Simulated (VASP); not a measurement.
Wanted: the native input for a VASP 6.6.1 run.

```yaml
Task: single point
Functional: PBEsol
Potentials_or_basis: VASP PAW PBE potentials, release 64 (Mo_sv)
Cutoff: 520 eV
k_mesh: 12 × 12 × 12
Occupations: fermi-dirac, width 0.05 eV
Spin: non-collinear spin, zero start, spin-orbit coupling
Starting_moments: "[[0.0, 0.0, 0.0]] μB"
Dipole_correction: no
Further_INCAR_settings: ALGO = Fast; EDIFF = 1e-06; NBANDS = 25
```

The structure of Mo lies in POSCAR:

```
Mo
1.0
   -1.5731790612      1.5731790612      1.5731790612
    1.5731790612     -1.5731790612      1.5731790612
    1.5731790612      1.5731790612     -1.5731790612
Mo
1
Direct
    0.0000000000      0.0000000000      0.0000000000
```

The input as run:

INCAR

```
PREC = Accurate
ENCUT = 520
EDIFF = 1E-6
ISMEAR = -1
SIGMA = 0.05
LREAL = False
LASPH = True
NELM = 150
ALGO = Fast
ISIF = 2
LWAVE = False
LCHARG = True
MAGMOM = 0 0 0
LORBIT = 11
LSORBIT = True
GGA_COMPAT = False
LORBMOM = True
LMAXMIX = 4
GGA = PS
LVHAR = True
NBANDS = 25
```

KPOINTS

```
Automatic mesh
0
Gamma
  12 12 12
```

Potentials or basis: VASP PAW PBE potentials, release 64 (Mo_sv).

Launch:

```bash
$ cat potpaw_PBE.64/Mo_sv/POTCAR > POTCAR
$ mpirun -np 1 vasp_ncl > vasp.out
```

It gave:

- Pressure: -3.9 GPa
- Net moment: 0.00 μB per cell
- Valence electrons inside the program's atomic spheres: Mo 12.52

Caveat: the cell stands under tension; the PAW data sets were made with another functional, which shifts forces and pressure a little.

It took 110 s on 1 thread of AMD EPYC 7R13, on a shared host, peak memory 0.15 GiB.
